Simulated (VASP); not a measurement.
A run of VASP 6.6.1:

POSCAR

```
CdSe
1.0
    0.0000000000      2.8427450661      2.8427450661
    2.8427450661      0.0000000000      2.8427450661
    2.8427450661      2.8427450661      0.0000000000
Cd Se
1 1
Direct
    0.0000000000      0.0000000000      0.0000000000
    0.5000000000      0.5000000000      0.5000000000
```

INCAR.step1

```
PREC = Accurate
ENCUT = 520
ISMEAR = -1
SIGMA = 0.05
LREAL = False
LASPH = True
NELM = 60
NBANDS = 16
GGA = PE
ALGO = Normal
EDIFF = 1E-4
LWAVE = True
LCHARG = False
```

INCAR.step2

```
PREC = Accurate
ENCUT = 520
EDIFF = 1E-6
ISMEAR = -1
SIGMA = 0.05
LREAL = False
LASPH = True
NELM = 60
ALGO = Normal
ISIF = 2
LWAVE = False
LCHARG = False
METAGGA = R2SCAN
LMIXTAU = True
NBANDS = 16
ISTART = 1
```

File KPOINTS:

```
Automatic mesh
0
Gamma
  12 12 12
```

Potentials or basis: VASP PAW PBE potentials, release 64 (Cd, Se).

The run is started by

```console
$ cat potpaw_PBE.64/Cd/POTCAR potpaw_PBE.64/Se/POTCAR > POTCAR
$ cp INCAR.step1 INCAR
$ mpirun -np 1 vasp_std > vasp.out
$ cp INCAR.step2 INCAR
$ mpirun -np 1 vasp_std > vasp.out
```

Hardware: 1 thread of Intel(R) Xeon(R) Platinum 8488C (Sapphire Rapids) (shared host).

Problem. Estimate the wall time of this run.

Solution. It took 2.4 min on 1 thread of Intel(R) Xeon(R) Platinum 8488C (Sapphire Rapids), on a shared host, peak memory 0.2 GiB. Counts: k points 72.
